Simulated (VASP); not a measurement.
# TiO2 (I4_1/amd) in VASP: a series of runs

TiO2 is run at these levels: PBE; tasks: single point.

All numbers are computed with VASP 6.6.1; they aren't measurements. Logs are shortened: lines on timing, memory, paths and dates and some standing lists are left out, and cuts for length are marked.

### 1 The cell of the first run

It takes space group I4_1/amd (No. 141, tetragonal). The conventional cell has a = 3.799 Å, b = 3.799 Å, c = 9.698 Å, α = 90.00°, β = 90.00°, γ = 90.00°. Within 2.6 Å of Ti (site symmetry -4m2) lie 6 O at 1.95 to 2.00 Å. O (site symmetry 2mm) has 3 Ti at 1.95 to 2.00 Å and 2 O at 2.47 Å within 2.6 Å.

### 2 Single point, PBE

Contents of INCAR:

```
SYSTEM = TiO2
PREC     = Accurate       ! precision mode
ENCUT    = 520            ! plane-wave cutoff, eV
EDIFF    = 1E-6           ! SCF threshold, eV
ISMEAR   = 0              ! smearing method
SIGMA    = 0.02           ! smearing width, eV
LREAL    = .False.        ! projectors in reciprocal space
LASPH    = .True.         ! aspherical terms in the spheres
NELM     = 60             ! most SCF steps
ALGO     = Normal         ! electronic algorithm
ISIF     = 2              ! what is computed and relaxed
LWAVE    = .False.        ! write WAVECAR
LCHARG   = .False.        ! write CHGCAR
GGA      = PE             ! functional
NBANDS   = 33             ! bands
```

Contents of KPOINTS:

```
regular mesh
0
Gamma
  10 10 10
  0 0 0
```

Contents of POSCAR:

```
TiO2
1.0
   -1.8996024957      1.8996024957      4.8488554177
    1.8996024957     -1.8996024957      4.8488554177
    1.8996024957      1.8996024957     -4.8488554177
Ti O
2 4
Direct
    0.0000000000      0.0000000000      0.0000000000
    0.7500000000      0.2500000000      0.5000000000
    0.9564814686      0.4564814686      0.5000000000
    0.2064814686      0.2064814686      0.0000000000
    0.5435185314      0.0435185314      0.5000000000
    0.7935185314      0.7935185314      0.0000000000
```

Potentials or basis: VASP PAW PBE potentials, release 64 (Ti_sv, O).

Run with:

```console
$ cat potpaw_PBE.64/Ti_sv/POTCAR potpaw_PBE.64/O/POTCAR > POTCAR
$ mpirun -np 1 vasp_std > vasp.out
```

OUTCAR:

```text
SYSTEM = TiO2
   PREC = Accurate
   ENCUT = 520
   EDIFF = 1E-6
   ISMEAR = 0
   LREAL = .False.
   LASPH = .True.
   NELM = 60
   ISIF = 2
   GGA = PE

 ion  position               nearest neighbor table
   1  0.000  0.000  0.000-   5 1.95   3 1.95   5 1.95   3 1.95   4 2.00   6 2.00
   2  0.750  0.250  0.500-   6 1.95   4 1.95   6 1.95   4 1.95   3 2.00   5 2.00
   3  0.956  0.456  0.500-   1 1.95   1 1.95   2 2.00
   4  0.206  0.206  0.000-   2 1.95   2 1.95   1 2.00
   5  0.544  0.044  0.500-   1 1.95   1 1.95   2 2.00
   6  0.794  0.794  0.000-   2 1.95   2 1.95   1 2.00

  LATTYP: Found a body centered tetragonal cell.
 ALAT       =     3.7992049914
 C/A-ratio  =     2.5525631961

  Lattice vectors:

 A1 = (  -1.8996024957,   1.8996024957,   4.8488554177)
 A2 = (   1.8996024957,  -1.8996024957,   4.8488554177)
 A3 = (   1.8996024957,   1.8996024957,  -4.8488554177)

Analysis of symmetry for initial positions (statically):
=====================================================================
 Subroutine PRICEL returns:
 Original cell was already a primitive cell.

 Routine SETGRP: Setting up the symmetry group for a
 body centered tetragonal supercell.

 Subroutine GETGRP returns: Found 16 space group operations
 (whereof  8 operations were pure point group operations)
 out of a pool of 16 trial point group operations.

The static configuration has the point symmetry D_2d.
 The point group associated with its full space group is D_4h.

Analysis of symmetry for dynamics (positions and initial velocities):
=====================================================================
 Subroutine PRICEL returns:
 Original cell was already a primitive cell.

 Routine SETGRP: Setting up the symmetry group for a
 body centered tetragonal supercell.

 Subroutine GETGRP returns: Found 16 space group operations
 (whereof  8 operations were pure point group operations)
 out of a pool of 16 trial point group operations.

The dynamic configuration has the point symmetry D_2d.
 The point group associated with its full space group is D_4h.

 Subroutine INISYM returns: Found 16 space group operations
 (whereof  8 operations are pure point group operations),
 and found     1 'primitive' translations

----------------------------------------------------------------------------------------

                                     Primitive cell

  volume of cell :      69.9882

  direct lattice vectors                    reciprocal lattice vectors
    -1.899602496  1.899602496  4.848855418     0.000000000  0.263212962  0.103117119
     1.899602496 -1.899602496  4.848855418     0.263212962  0.000000000  0.103117119
     1.899602496  1.899602496 -4.848855418     0.263212962  0.263212962  0.000000000

  length of vectors
     5.543318333  5.543318333  5.543318333     0.282691004  0.282691004  0.372239341

  position of ions in fractional coordinates (direct lattice)
     0.000000000  0.000000000  0.000000000
     0.750000000  0.250000000  0.500000000
     0.956481469  0.456481469  0.500000000
     0.206481469  0.206481469  0.000000000
     0.543518531  0.043518531  0.500000000
     0.793518531  0.793518531  0.000000000

  ion indices of the primitive-cell ions
   primitive index   ion index
                 1           1
                 2           2
                 3           3
                 4           4
                 5           5
                 6           6

----------------------------------------------------------------------------------------

 KPOINTS: regular mesh

Automatic generation of k-mesh.
 Grid dimensions read from file:
 generate k-points for:   10   10   10

 Generating k-lattice:

  Cartesian coordinates                     Fractional coordinates (reciprocal lattice)
     0.000000000  0.026321296  0.010311712     0.100000000 -0.000000000  0.000000000
     0.026321296  0.000000000  0.010311712    -0.000000000  0.100000000  0.000000000
     0.026321296  0.026321296  0.000000000     0.000000000  0.000000000  0.100000000

  Length of vectors
     0.028269100  0.028269100  0.037223934

  Shift w.r.t. Gamma in fractional coordinates (k-lattice)
     0.000000000  0.000000000  0.000000000

 Subroutine IBZKPT returns following result:
 ===========================================

 Found    102 irreducible k-points:

 Following reciprocal coordinates:
            Coordinates               Weight
  0.000000  0.000000  0.000000      1.000000
  0.100000 -0.000000  0.000000      8.000000
  0.200000 -0.000000  0.000000      8.000000
  0.300000  0.000000 -0.000000      8.000000
  0.400000  0.000000  0.000000      8.000000
  0.500000  0.000000  0.000000      4.000000
[... 16 lines left out ...]
  0.300000  0.300000 -0.000000      8.000000
  0.400000  0.300000 -0.000000     16.000000
 [... further k-points ...]
   k-points           NKPTS =    102   k-points in BZ     NKDIM =    102   number of bands    NBANDS=     33
   number of dos      NEDOS =    301   number of ions     NIONS =      6
   total plane-waves  NPLWV =  74088
   dimension x,y,z NGX =    42 NGY =   42 NGZ =   42
   dimension x,y,z NGXF=    84 NGYF=   84 NGZF=   84
   ions per type =               2   4
   NGX,Y,Z   is equivalent  to a cutoff of  12.60, 12.60, 12.60 a.u.
   NGXF,Y,Z  is equivalent  to a cutoff of  25.19, 25.19, 25.19 a.u.
 SYSTEM =  TiO2
   PREC   = accura    normal or accurate (medium, high low for compatibility)
   ISTART =      0    job   : 0-new  1-cont  2-samecut
   ICHARG =      2    charge: 1-file 2-atom 10-const
   ISPIN  =      1    spin polarized calculation?
   LNONCOLLINEAR =      F non collinear calculations
   LSORBIT =      F    spin-orbit coupling
   LASPH  =      T    aspherical Exc in radial PAW
   ENCUT  =  520.0 eV  38.22 Ry    6.18 a.u.  10.31 10.31 10.31*2*pi/ulx,y,z
   NELM   =     60;   NELMIN=  2; NELMDL= -5     # of ELM steps
   EDIFF  = 0.1E-05   stopping-criterion for ELM
   LREAL  =      F    real-space projection
   EDIFFG = 0.1E-04   stopping-criterion for IOM
   NSW    =      0    number of steps for IOM
   IBRION =     -1    ionic relax: 0-MD 1-quasi-New 2-CG
   NFREE  =      0    steps in history (QN), initial steepest desc. (CG)
   ISIF   =      2    stress and relaxation
   ISYM   =      2    0-nonsym 1-usesym 2-fastsym
   POTIM  = 0.5000    time-step for ionic-motion
   TEBEG  =    0.0;   TEEND  =   0.0 temperature during run
   PSTRESS=    0.0 pullay stress
   NELECT =      48.0000    total number of electrons
   NUPDOWN=      -1.0000    fix difference up-down
   EMIN   =  10.00;   EMAX   =-10.00  energy-range for DOS
   EFERMI =   0.00;   METHOD = LEGACY
   ISMEAR =     0;   SIGMA  =   0.02  broadening in eV -4-tet -1-fermi 0-gaus
   EFERMI_NEDOS =   21; number of points for ismear=-14 and -15
   IALGO  =     38    algorithm
   IMIX   =      4    mixing-type and parameters
     AMIX     =   0.40;   BMIX     =  1.00
     AMIX_MAG =   1.60;   BMIX_MAG =  1.00
  volume/ion in A,a.u.               =      11.66        78.72
  Fermi-wavevector in a.u.,A,eV,Ry     =   1.443711  2.728219 28.358654  2.084302
  Thomas-Fermi vector in A             =   2.562088
   LORBIT       =      0    0 simple, 1 ext, 2 COOP (PROOUT), +10 PAW based schemes
   GGA     = PE    functional components
   LHFCALC =     F    Hartree Fock is set to
   AEXX    =    0.0000 exact exchange contribution
   IVDW    =     0    specifies the selected vdW correction
   LEPSILON=     F    determine dielectric tensor
   LRPA    =     F    only Hartree local field effects (RPA)
 non-spin polarized calculation
 Gauss-broadening in eV      SIGMA  =   0.02
  energy-cutoff  :      520.00
  volume of cell :       69.99
 maximum number of plane-waves:      1899
 NGX is ok and might be reduce to    42
   NGX = 21   NGY = 21   NGZ = 21

 number of electron      47.9999996 magnetization

 Free energy of the ion-electron system (eV)
  ---------------------------------------------------
  ext. energy  EPLUGINS =         0.00000000
  ---------------------------------------------------
  free energy    TOTEN  =       -53.86474962 eV

  energy without entropy =      -53.86474962  energy(sigma->0) =      -53.86474962

 E-fermi :   3.3693     XC(G=0): -10.5927

 val. band max:        3.1420370272   @ k =  -0.4000   0.4000   0.0000
 cond. band min:       5.2539425403   @ k =   0.0000   0.0000   0.0000
 fundamental gap:      2.1119055130
 Fermi energy:         3.3693046618

 k-point     1 :       0.0000    0.0000    0.0000
  band No.  band energies     occupation
      1     -53.3142      2.00000
      2     -53.2631      2.00000
      3     -29.7431      2.00000
      4     -29.5244      2.00000
      5     -29.5244      2.00000
      6     -29.4630      2.00000
[... 25 lines left out ...]
     32       8.2047      0.00000
     33       8.3428      0.00000

 k-point     2 :       0.1000   -0.0000    0.0000
  band No.  band energies     occupation
      1     -53.3131      2.00000
      2     -53.2638      2.00000
      3     -29.7404      2.00000
      4     -29.5362      2.00000
      5     -29.5253      2.00000
      6     -29.4680      2.00000
[... 25 lines left out ...]
     32       8.3764      0.00000
     33       8.6159      0.00000

 k-point     3 :       0.2000   -0.0000    0.0000
  band No.  band energies     occupation
      1     -53.3099      2.00000
      2     -53.2659      2.00000
      3     -29.7336      2.00000
      4     -29.5657      2.00000
      5     -29.5272      2.00000
      6     -29.4799      2.00000
[... 25 lines left out ...]
     32       8.7250      0.00000
     33       9.0244      0.00000

 k-point     4 :       0.3000    0.0000   -0.0000
  band No.  band energies     occupation
      1     -53.3055      2.00000
      2     -53.2691      2.00000
      3     -29.7252      2.00000
      4     -29.6014      2.00000
      5     -29.5294      2.00000
      6     -29.4916      2.00000
[... 673 lines left out ...]
     32       9.4139      0.00000
     33       9.7258      0.00000

 k-point    23 :       0.3000    0.3000   -0.0000
  band No.  band energies     occupation
      1     -53.2948      2.00000
      2     -53.2771      2.00000
      3     -29.7003      2.00000
      4     -29.6472      2.00000
      5     -29.5663      2.00000
      6     -29.5259      2.00000
[... 25 lines left out ...]
     32       9.4100      0.00000
     33      10.2373      0.00000

 k-point    24 :       0.4000    0.3000   -0.0000
  band No.  band energies     occupation
      1     -53.2915      2.00000
      2     -53.2793      2.00000
      3     -29.7026      2.00000
      4     -29.6668      2.00000
      5     -29.5682      2.00000
      6     -29.5404      2.00000
[... 25 lines left out ...]
     32       9.4201      0.00000
     33      10.3014      0.00000

 [... further k-points ...]

------------------------ aborting loop because EDIFF is reached ----------------------------------------

  FORCE on cell =-STRESS in cart. coord.  units (eV):
  Direction    XX          YY          ZZ          XY          YZ          ZX
  --------------------------------------------------------------------------------------
  -------------------------------------------------------------------------------------
  Total        0.2799209      0.2799209      0.3232450      0.0000000     -0.0000000      0.0000000
  in kB        6.4079803      6.4079803      7.3997608      0.0000000     -0.0000000      0.0000000
  external PRESSURE =       6.7385738 kB  Pullay stress =       0.0000000 kB

 VOLUME and BASIS-vectors are now :
 -----------------------------------------------------------------------------
  energy-cutoff  :      520.00
  volume of cell :       69.99
      direct lattice vectors                 reciprocal lattice vectors
    -1.899602496  1.899602496  4.848855418     0.000000000  0.263212962  0.103117119
     1.899602496 -1.899602496  4.848855418     0.263212962  0.000000000  0.103117119
     1.899602496  1.899602496 -4.848855418     0.263212962  0.263212962  0.000000000

 POSITION                                       TOTAL-FORCE (eV/Angst)
 -----------------------------------------------------------------------------------
      0.00000      0.00000      0.00000         0.000000      0.000000     -0.000000
      0.00000      1.89960      2.42443         0.000000      0.000000     -0.000000
      0.00000      1.89960      4.42683         0.000000     -0.000000      0.019738
      0.00000      0.00000      2.00240        -0.000000      0.000000      0.019738
      0.00000      1.89960      0.42203         0.000000     -0.000000     -0.019738
      0.00000      0.00000      7.69531        -0.000000      0.000000     -0.019738
 -----------------------------------------------------------------------------------
    total drift:                                0.000000      0.000000     -0.000000

  FREE ENERGIE OF THE ION-ELECTRON SYSTEM (eV)
  ---------------------------------------------------
  free  energy   TOTEN  =       -53.8647496231 eV

  energy  without entropy=      -53.8647496231  energy(sigma->0) =      -53.86474962
```

Run time: 4.8 min. Hardware: 1 thread of Intel Xeon Platinum 8488C (Sapphire Rapids), shared host; peak memory 0.37 GiB.

Results:

```
Free energy            : -53.8647 eV
Pressure               : 0.7 GPa
Largest force          : 0.020 eV/Å
Band gap on the k mesh : 2.11 eV (least direct gap 2.41 eV)
```

Forces on the atoms (eV/Å):
```
Ti   0.000  0.000  0.000
Ti   0.000  0.000  0.000
O    0.000  0.000  0.020
O    0.000  0.000  0.020
O    0.000  0.000 -0.020
O    0.000  0.000 -0.020
```

Levels at points of the mesh, in eV from the valence-band top:
| k point | band 20 | band 21 | band 22 | band 23 | band 24 | band 25 | band 26 | band 27 | band 28 | band 29 |
| --- | --- | --- | --- | --- | --- | --- | --- | --- | --- | --- |
| (0.00, 0.00, 0.00) | -0.79 | -0.79 | -0.78 | -0.41 | -0.41 | 2.11 | 2.78 | 3.97 | 3.97 | 3.98 |
| (0.50, 0.00, 0.00) | -1.89 | -1.88 | -0.87 | -0.84 | -0.63 | 3.19 | 3.46 | 3.51 | 3.52 | 4.20 |
| (0.50, 0.50, 0.00) | -2.56 | -1.97 | -1.97 | -0.04 | -0.04 | 3.21 | 3.21 | 3.69 | 3.69 | 4.77 |
| (0.50, 0.50, 0.50) | -1.32 | -1.23 | -1.23 | -0.09 | -0.09 | 2.43 | 2.43 | 3.70 | 3.70 | 4.26 |

### 3 Single point, PBE, collinear spin

This run uses another cell than the first one, of 11.46 Å³/atom.

Contents of INCAR:

```
SYSTEM = TiO2
ALGO = Normal ; EDIFF = 1E-6
ENCUT = 520 ; GGA = PE
ISIF = 2 ; ISMEAR = 0
ISPIN = 2 ; LASPH = .True.
LCHARG = .False. ; LMAXMIX = 4
LORBIT = 11 ; LREAL = .False.
LWAVE = .False. ; MAGMOM = 1 1 0 0 0 0
NBANDS = 37 ; NELM = 150
PREC = Accurate ; SIGMA = 0.1
```

Contents of KPOINTS:

```
k-points
0
Gamma
  6 6 6
  0 0 0
```

Contents of POSCAR:

```
TiO2
1.0
   -1.8912698400      1.8912698400      4.8075107874
    1.8912698400     -1.8912698400      4.8075107874
    1.8912698400      1.8912698400     -4.8075107874
Ti O
2 4
Direct
    0.0000000000      0.0000000000      0.0000000000
    0.7500000000      0.2500000000      0.5000000000
    0.9571521200      0.4571521200      0.5000000000
    0.2071521200      0.2071521200      0.0000000000
    0.5428478800      0.0428478800      0.5000000000
    0.7928478800      0.7928478800      0.0000000000
```

Potentials or basis: VASP PAW PBE potentials, release 64 (Ti_sv, O).

Run with:

```console
$ cat potpaw_PBE.64/Ti_sv/POTCAR potpaw_PBE.64/O/POTCAR > POTCAR
$ mpirun -np 1 vasp_std > vasp.out
```

It took 4.1 min on 1 thread of Intel Xeon Platinum 8488C (Sapphire Rapids), shared host; peak memory 0.36 GiB.

The run converged. Its results:

| Quantity | Value |
| --- | --- |
| Free energy | -53.8464 eV |
| Pressure | 4.1 GPa |
| Largest force | 0.067 eV/Å |
| Band gap on the k mesh | 2.17 eV (least direct gap 2.45 eV) |
| Net moment | 0.00 μB per cell |
| Valence electrons inside the program's atomic spheres | Ti 10.26; O 5.08 |

Forces in eV/Å, atoms in the order of the input:
```
Ti   0.000  0.000  0.000
Ti   0.000  0.000  0.000
O    0.000  0.000  0.067
O    0.000  0.000  0.067
O    0.000  0.000 -0.067
O    0.000  0.000 -0.067
```

Stress tensor (GPa, compression positive):
```
4.06 0.00 0.00
0.00 4.06 0.00
0.00 0.00 4.23
```

Levels at points of the mesh, in eV from the valence-band top:
Spin up:
| k point | band 22 | band 23 | band 24 | band 25 | band 26 | band 27 |
| --- | --- | --- | --- | --- | --- | --- |
| (0.00, 0.00, 0.00) | -0.74 | -0.40 | -0.40 | 2.17 | 2.87 | 4.05 |
| (0.50, 0.00, 0.00) | -0.88 | -0.80 | -0.60 | 3.28 | 3.57 | 3.60 |
| (0.50, 0.50, 0.00) | -1.98 | 0.00 | 0.00 | 3.33 | 3.33 | 3.81 |
| (0.50, 0.50, 0.50) | -1.21 | -0.06 | -0.06 | 2.51 | 2.51 | 3.80 |
Spin down:
| k point | band 21 | band 22 | band 23 | band 24 | band 25 | band 26 | band 27 | band 28 |
| --- | --- | --- | --- | --- | --- | --- | --- | --- |
| (0.00, 0.00, 0.00) | -0.74 | -0.74 | -0.40 | -0.40 | 2.17 | 2.87 | 4.05 | 4.05 |
| (0.50, 0.00, 0.00) | -1.89 | -0.88 | -0.80 | -0.60 | 3.28 | 3.57 | 3.60 | 3.65 |
| (0.50, 0.50, 0.00) | -1.98 | -1.98 | 0.00 | 0.00 | 3.33 | 3.33 | 3.81 | 3.81 |
| (0.50, 0.50, 0.50) | -1.21 | -1.21 | -0.06 | -0.06 | 2.51 | 2.51 | 3.80 | 3.80 |

Caveat: the cell stands under pressure.
